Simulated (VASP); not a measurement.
Wanted: the native input for a VASP 6.6.1 run.

```yaml
Task: single point
Functional: r2SCAN
Potentials_or_basis: VASP PAW PBE potentials, release 64 (K_sv, Se, Sc_sv)
Cutoff: 520 eV
k_mesh: 6 × 4 × 2
Occupations: gaussian, width 0.01 eV
Spin: no spin polarisation
Dipole_correction: no
Further_INCAR_settings: ALGO = Normal; EDIFF = 1e-06; NBANDS = 42
```

The system is KScSe2.

```xyz
8
Lattice="3.9527 0.0000 0.0000 0.0000 5.9648 0.0000 0.0000 0.0000 9.1897" Properties=species:S:1:pos:R:3 pbc="T T T"
K     0.0000    0.0000    8.2028
K     1.9763    2.9824    0.9869
Se    0.0000    2.9824    7.4438
Se    1.9763    0.0000    1.7459
Se    0.0000    2.9824    3.7246
Se    1.9763    0.0000    5.4651
Sc    0.0000    0.0000    3.5512
Sc    1.9763    2.9824    5.6386
```

These files were run (other wordings do the same):

POSCAR

```
KScSe2
1.0
    3.9526603898      0.0000000000      0.0000000000
    0.0000000000      5.9647935088      0.0000000000
    0.0000000000      0.0000000000      9.1897388608
K Se Sc
2 4 2
Direct
    0.0000000000      0.0000000000      0.8926096297
    0.5000000000      0.5000000000      0.1073903703
    0.0000000000      0.5000000000      0.8100139948
    0.5000000000      0.0000000000      0.1899860052
    0.0000000000      0.5000000000      0.4053039031
    0.5000000000      0.0000000000      0.5946960969
    0.0000000000      0.0000000000      0.3864271808
    0.5000000000      0.5000000000      0.6135728192
```

INCAR.step1

```
SYSTEM = KScSe2
PREC = Accurate
ENCUT = 520
ISMEAR = 0
SIGMA = 0.01
LREAL = .False.
LASPH = .True.
NELM = 60
NBANDS = 42
GGA = PE
ALGO = Normal
EDIFF = 1E-4
LWAVE = .True.
LCHARG = .False.
```

INCAR.step2

```
SYSTEM = KScSe2
PREC = Accurate
ENCUT = 520
EDIFF = 1E-6
ISMEAR = 0
SIGMA = 0.01
LREAL = .False.
LASPH = .True.
NELM = 60
ALGO = Normal
ISIF = 2
LWAVE = .False.
LCHARG = .False.
METAGGA = R2SCAN
LMIXTAU = .True.
NBANDS = 42
ISTART = 1
```

KPOINTS

```
regular mesh
0
Gamma
  6 4 2
  0 0 0
```

Potentials or basis: VASP PAW PBE potentials, release 64 (K_sv, Se, Sc_sv).

Run with:

```console
$ cat potpaw_PBE.64/K_sv/POTCAR potpaw_PBE.64/Se/POTCAR potpaw_PBE.64/Sc_sv/POTCAR > POTCAR
$ cp INCAR.step1 INCAR
$ mpirun -np 1 vasp_std > vasp.out
$ cp INCAR.step2 INCAR
$ mpirun -np 1 vasp_std > vasp.out
```

Results of the run:

| Item | Value |
| --- | --- |
| Pressure | -1.3 GPa |
| Largest force | 0.128 eV/Å |
| Band gap on the k mesh | 1.72 eV (least direct gap 1.82 eV) |

Caveat: the PAW data sets were made with another functional, which shifts forces and pressure a little.

Run time: 10 min on 1 thread of AMD EPYC 9R45 96-Core Processor (Zen 5) (shared host), peak memory 0.43 GiB.
